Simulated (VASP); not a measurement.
# Br (Cmce) in VASP: further runs, part 2 of 2

VASP 6.6.1.

### Step 3. Single point, PBE, non-collinear spin, zero start, spin-orbit coupling

The input, INCAR:

```
  PREC = Accurate
  ENCUT = 520
  EDIFF = 1E-6
  ISMEAR = -1
  SIGMA = 0.05
  LREAL = False
  LASPH = True
  NELM = 150
  ALGO = Normal
  ISIF = 2
  LWAVE = False
  LCHARG = False
  MAGMOM = 0 0 0 0 0 0 0 0 0 0 0 0
  LORBIT = 11
  LSORBIT = True
  GGA_COMPAT = False
  LORBMOM = True
  GGA = PE
  NBANDS = 42
```

The input, KPOINTS:

```
regular mesh
0
Gamma
  5 5 3
```

The input, POSCAR:

```
Br
1.0
    3.3632500000     -2.3225500000      0.0000000000
    3.3632500000      2.3225500000      0.0000000000
    0.0000000000      0.0000000000      8.7023000000
Br
4
Direct
    0.3651000000      0.6349000000      0.3901000000
    0.1349000000      0.8651000000      0.8901000000
    0.6349000000      0.3651000000      0.6099000000
    0.8651000000      0.1349000000      0.1099000000
```

Potentials or basis: VASP PAW PBE potentials, release 64 (Br).

On the command line:

```
$ cat potpaw_PBE.64/Br/POTCAR > POTCAR
$ mpirun -np 1 vasp_ncl > vasp.out
```

OUTCAR:

```text
PREC = Accurate
   ENCUT = 520
   EDIFF = 1E-6
   ISMEAR = -1
   LREAL = False
   LASPH = True
   NELM = 150
   ISIF = 2
   LORBIT = 11
   LSORBIT = True
   GGA = PE

 ion  position               nearest neighbor table
   1  0.365  0.635  0.390-   3 2.29
   2  0.135  0.865  0.890-   4 2.29
   3  0.635  0.365  0.610-   1 2.29
   4  0.865  0.135  0.110-   2 2.29

  LATTYP: Found a base centered orthorhombic cell.
 ALAT       =     4.6451000000
 B/A-ratio  =     1.4480850789
 C/A-ratio  =     1.8734365245

[... 1121 lines left out ...]
     0.0000000     0.0000000     0.0000000     0.0000000     0.0000000     0.0000000     0.0000000
     0.0000000     0.0000000     0.0000000     0.0000000     0.0000000     0.0000000     0.0000000
     0.0000000     0.0000000     0.0000000     0.0000000     0.0000000     0.0000000     0.0000000
     0.0000000     0.0000000     0.0000000     0.0000000     0.0000000     0.0000000     0.0000000
     0.0000000     0.0000000     0.0000000     0.0000000     0.0000000     0.0000000     0.0000000
     0.0000000     0.0000000     0.0000000     0.0000000     0.0000000     0.0000000     0.0000000

 total charge

# of ion       s       p       d       tot
------------------------------------------
    1        1.635   3.102   0.040   4.777
    2        1.635   3.102   0.040   4.777
    3        1.635   3.102   0.040   4.777
    4        1.635   3.102   0.040   4.777
--------------------------------------------------
tot          6.540  12.409   0.158  19.107

 magnetization (x)

# of ion       s       p       d       tot
------------------------------------------
    1       -0.000   0.000   0.000   0.000
    2        0.000  -0.000  -0.000  -0.000
    3       -0.000   0.000   0.000   0.000
    4        0.000  -0.000  -0.000  -0.000
--------------------------------------------------
tot          0.000   0.000   0.000   0.000

 magnetization (y)

# of ion       s       p       d       tot
------------------------------------------
    1        0.000   0.000   0.000   0.000
    2        0.000   0.000   0.000   0.000
    3        0.000   0.000   0.000   0.000
    4        0.000   0.000   0.000   0.000
--------------------------------------------------
tot          0.000   0.000   0.000   0.000

 magnetization (z)

# of ion       s       p       d       tot
------------------------------------------
    1        0.000   0.000   0.000   0.000
    2        0.000   0.000   0.000   0.000
    3        0.000   0.000   0.000   0.000
    4        0.000   0.000   0.000   0.000
--------------------------------------------------
tot          0.000   0.000   0.000   0.000
```

OSZICAR:

```text
N       E                     dE             d eps       ncg     rms          rms(c)
DAV:   1     0.190785825759E+03    0.19079E+03   -0.11363E+04  1512   0.111E+03
DAV:   2     0.107713189127E+02   -0.18001E+03   -0.17467E+03  1984   0.198E+02
DAV:   3    -0.668914639443E+01   -0.17460E+02   -0.17351E+02  1898   0.693E+01
DAV:   4    -0.690712648150E+01   -0.21798E+00   -0.21772E+00  1830   0.908E+00
DAV:   5    -0.690921792933E+01   -0.20914E-02   -0.20909E-02  1876   0.909E-01    0.110E+01
DAV:   6    -0.660872634237E+01    0.30049E+00   -0.19700E-01  1798   0.248E+00    0.724E+00
DAV:   7    -0.650058306522E+01    0.10814E+00   -0.36974E-01  1732   0.334E+00    0.189E+00
DAV:   8    -0.650245351406E+01   -0.18704E-02   -0.21061E-02  1824   0.778E-01    0.639E-01
DAV:   9    -0.649842554314E+01    0.40280E-02   -0.90726E-03  1718   0.529E-01    0.117E-01
DAV:  10    -0.649868851268E+01   -0.26297E-03   -0.10653E-03  1730   0.172E-01    0.684E-02
DAV:  11    -0.649871076703E+01   -0.22254E-04   -0.15234E-05  1952   0.243E-02    0.289E-02
DAV:  12    -0.649871786810E+01   -0.71011E-05   -0.94634E-06  1702   0.188E-02    0.527E-03
DAV:  13    -0.649871930938E+01   -0.14413E-05   -0.21166E-06  1790   0.818E-03    0.340E-03
DAV:  14    -0.649871957849E+01   -0.26911E-06   -0.12511E-07  1104   0.222E-03
   1 F= -.64987196E+01 E0= -.64987196E+01  d E =-.645244E-08  mag=    -0.0000    -0.0000     0.0000
```

stdout:

```text
POSCAR found type information on POSCAR Br
 POSCAR found :  1 types and       4 ions
 scaLAPACK will be used
 LDA part: xc-table for (Slater+PW92), standard interpolation
 POSCAR, INCAR and KPOINTS ok, starting setup
 FFT: planning ... GRIDC
 FFT: planning ... GRID_SOFT
 FFT: planning ... GRID
 WAVECAR not read
 entering main loop
```

It took 8.4 min on 1 thread of Intel Xeon 8259CL, shared host; peak memory 0.53 GiB.

Results:

- Free energy: -6.4987 eV
- Pressure: 1.9 GPa
- Largest force: 0.926 eV/Å
- Net moment: 0.00 μB per cell
- Valence electrons inside the program's atomic spheres: Br 4.78

Forces on the atoms (eV/Å):
```
Br   0.000  0.448 -0.810
Br   0.000 -0.448 -0.810
Br   0.000 -0.448  0.810
Br   0.000  0.448  0.810
```

Stress tensor (GPa, compression positive):
```
1.20 0.00 0.00
0.00 1.37 0.00
0.00 0.00 3.24
```

Moments on the atoms (μB; x, y, z):
```
Br  0.00 0.00 0.00
Br  0.00 0.00 0.00
Br  0.00 0.00 0.00
Br  0.00 0.00 0.00
```

Caveat: this functional lacks dispersion, which holds the molecules together, so the pressure and a relaxed volume are unreliable.

### Step 4. Single point, LDA, non-collinear spin, zero start, spin-orbit coupling

The input, INCAR:

```
SYSTEM = Br
PREC = Accurate
ENCUT = 520
EDIFF = 1E-6
ISMEAR = -1
SIGMA = 0.05
LREAL = .FALSE.
LASPH = .TRUE.
NELM = 150
ALGO = Normal
ISIF = 2
LWAVE = .FALSE.
LCHARG = .TRUE.
MAGMOM = 0 0 0 0 0 0 0 0 0 0 0 0
LORBIT = 11
LSORBIT = .TRUE.
GGA_COMPAT = .FALSE.
LORBMOM = .TRUE.
LVHAR = .TRUE.
NBANDS = 42
```

The input, KPOINTS:

```
regular mesh
0
G
  5 5 3
  0 0 0
```

POSCAR is that of step 3.

Potentials or basis: VASP PAW LDA potentials, release 64 (Br).

On the command line:

```
$ cat potpaw_LDA.64/Br/POTCAR > POTCAR
$ mpirun -np 1 vasp_ncl > vasp.out
```

Wall time 7.6 min (1 thread of Intel Xeon 8259CL, shared host); peak memory 0.42 GiB.

The run converged. Its results:

- Free energy: -8.2098 eV
- Pressure: -1.1 GPa
- Largest force: 0.774 eV/Å
- Net moment: 0.00 μB per cell
- Valence electrons inside the program's atomic spheres: Br 4.76

Forces in eV/Å, atoms in the order of the input:
```
Br   0.000  0.334 -0.698
Br   0.000 -0.334 -0.698
Br   0.000 -0.334  0.698
Br   0.000  0.334  0.698
```

Stress tensor (GPa, compression positive):
```
-1.09  0.00  0.00
 0.00 -1.79  0.00
 0.00  0.00 -0.38
```

Moments on the atoms (μB; x, y, z):
```
Br  0.00 0.00 0.00
Br  0.00 0.00 0.00
Br  0.00 0.00 0.00
Br  0.00 0.00 0.00
```

### Step 5. Overview

| level | potentials or basis | pressure (GPa) | moment (μB) | largest force (eV/Å) |
| --- | --- | --- | --- | --- |
| PBEsol | VASP PAW PBE potentials, release 64 (Br) | 0.2 | 0.00 | 0.79 |
| PBE | VASP PAW PBE potentials, release 64 (Br) | 1.9 | 0.00 | 0.93 |
| LDA | VASP PAW LDA potentials, release 64 (Br) | -1.1 | 0.00 | 0.77 |

Alike in all rows: task single point; spin non-collinear, zero start, SOC; cell as given; k mesh 5 × 5 × 3; cutoff (eV) 520; smearing fermi-dirac 0.05 eV.

Caveats: this functional lacks dispersion, which holds the molecules together, so the pressure and a relaxed volume are unreliable (at least some runs); the PAW data sets were made with another functional, which shifts forces and pressure a little (at least some runs).

Total energies depend on the potentials used, so only differences within one code and one set of settings carry meaning.
